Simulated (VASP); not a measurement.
## HgSe (w002): relaxation of cell and atoms with PBE

Crystal: HgSe (w002).

```xyz
2
Lattice="0.0000 3.1301 3.1301 3.1301 0.0000 3.1301 3.1301 3.1301 0.0000" Properties=species:S:1:pos:R:3 pbc="T T T"
Hg    0.0000    0.0000    0.0000
Se    1.5651    1.5651    1.5651
```

| Item | Value |
| --- | --- |
| Program | VASP 6.6.1 |
| Task | relaxation of cell and atoms |
| Functional | PBE |
| Potentials or basis | VASP PAW PBE potentials, release 64 (Hg, Se) |
| Cutoff | 500 eV |
| k mesh | 16 × 16 × 16 |
| Occupations | gaussian, width 0.03 eV |
| Spin | no spin polarisation |
| Dipole correction | no |
| Further INCAR settings | ALGO = Normal; EDIFF = 1e-07; IBRION = 2; EDIFFG = -0.002; NSW = 100; ISIF = 3 |

The relaxed volume is 30.80 Å³/atom. The relaxed cell is a = 4.433 Å, b = 4.433 Å, c = 4.433 Å, α = 60.00°, β = 60.00°, γ = 60.00°, the space group after relaxing (to 0.05 Å) is F-43m (No. 216) and the energy gained by relaxing is 0.1 meV/atom. The ionic steps are 3. The pressure after relaxing is 0.0 GPa and the band gap on the k mesh is zero (filled and empty bands touch).

Step by step:
```csv
step,energy change (eV),largest force (eV/Å),pressure (GPa),volume (Å³)
1,0.0000,0.0000,0.19,61.33
2,-0.0001,0.0000,-0.04,61.66
3,-0.0002,0.0000,0.00,61.60
```

Final structure:
```
Hg Se
1.0
     0.00000    3.13457    3.13457
     3.13457    0.00000    3.13457
     3.13457    3.13457    0.00000
Hg Se
1 1
Direct
  0.00000 0.00000 0.00000
  0.25000 0.25000 0.25000
```

Levels at points of the mesh, in eV from the Fermi level:
```
           k point  band 5  band 6  band 7  band 8  band 9  band 10  band 11  band 12  band 13
(0.00, 0.00, 0.00)   -6.08   -6.08   -1.06   -0.01   -0.01    -0.01     5.58     5.58     5.58
(0.50, 0.00, 0.00)   -6.04   -5.82   -4.92   -0.82   -0.82     1.08     6.27     6.27     6.78
(0.50, 0.50, 0.00)   -5.99   -5.79   -4.67   -1.95   -1.95     2.67     3.19     8.26     9.40
```

Run time: 2.6 min on 1 thread of Intel(R) Xeon(R) Platinum 8259CL CPU @ 2.50GHz (Skylake/Cascade Lake) (shared host), peak memory 0.28 GiB.

Caveat: spin-orbit coupling is left out, which moves the levels of the heavy elements. Zero-point motion and thermal expansion aren't in these numbers.
